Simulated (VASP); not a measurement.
Wanted: the native input for a VASP 6.6.1 run.

- Task: single point
- Functional: PBE
- Potentials or basis: VASP PAW PBE potentials, release 64 (Fe, H, O)
- Cutoff: 520 eV
- k mesh: 14 × 14 × 14
- Occupations: gaussian, width 0.1 eV
- Spin: collinear spin, ferromagnetic start
- Starting moments: [0.34, 0.0, 0.0, 0.0] μB
- Dipole correction: no
- Further INCAR settings: ALGO = Normal; EDIFF = 1e-06; NBANDS = 20

The structure of FeH2O lies in POSCAR:

```
FeH2O
1.0
    3.2670402647      0.0000000000      0.0000000000
    0.0000000000      3.2670402647      0.0000000000
    0.0000000000      0.0000000000      3.3773879771
Fe H O
1 2 1
Direct
    0.0000000000      0.0000000000      0.0000000000
    0.5000000000      0.0000000000      0.0000000000
    0.0000000000      0.5000000000      0.0000000000
    0.0000000000      0.0000000000      0.5000000000
```

These files were run (other wordings do the same):

INCAR

```
  PREC = Accurate
  ENCUT = 520
  EDIFF = 1E-6
  ISMEAR = 0
  SIGMA = 0.1
  LREAL = F
  LASPH = T
  NELM = 150
  ALGO = Normal
  ISIF = 2
  LWAVE = F
  LCHARG = F
  ISPIN = 2
  MAGMOM = 0.34 0 0 0
  LORBIT = 11
  LMAXMIX = 4
  GGA = PE
  NBANDS = 20
```

KPOINTS

```
Automatic mesh
0
Gamma
  14 14 14
```

Potentials or basis: VASP PAW PBE potentials, release 64 (Fe, H, O).

The run is started by

```sh
$ cat potpaw_PBE.64/Fe/POTCAR potpaw_PBE.64/H/POTCAR potpaw_PBE.64/O/POTCAR > POTCAR
$ mpirun -np 1 vasp_std > vasp.out
```

Results of the run:

```
Pressure                                              : 0.9 GPa
Net moment                                            : 0.21 μB per cell
Site moments                                          : Fe +0.22; H -0.01; O +0.01 μB
Valence electrons inside the program's atomic spheres : Fe 7.80; H 0.55; O 4.97
```

Wall time 3.1 min on 1 thread of AMD EPYC 9R45 96-Core Processor (Zen 5), on a shared host, peak memory 0.38 GiB.
